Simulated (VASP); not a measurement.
Runs of VASP 6.6.1 on Ni. The structure is that of space group Im-3m (No. 229), or close to it. The cells are those of the table. 

```csv
cell,gap on the mesh (eV),pressure (GPa),moment (μB)
"a = 2.409 Å, angles 109.5°, 1 atom",none,4.0,0.53
"a = 2.395 Å, angles 109.5°, 1 atom",none,(c),(b)
"a = 2.417 Å, angles 109.5°, 1 atom",none,1.9,0.53
"a = 2.402 Å, angles 109.5°, 1 atom",none,5.9,(a)
"a = 2.426 Å, angles 109.5°, 1 atom",none,0.0,0.54
```

Alike in all rows: task single point; level PBE; potentials or basis VASP PAW PBE potentials, release 64 (Ni); spin collinear, ferromagnetic start; k mesh 17 × 17 × 17; cutoff (eV) 520; smearing gaussian 0.1 eV.

Estimate the missing entries.

(a) 0.52; (b) 0.51; (c) 7.9.

A gap of «none» marks levels without a gap at the run's occupations.
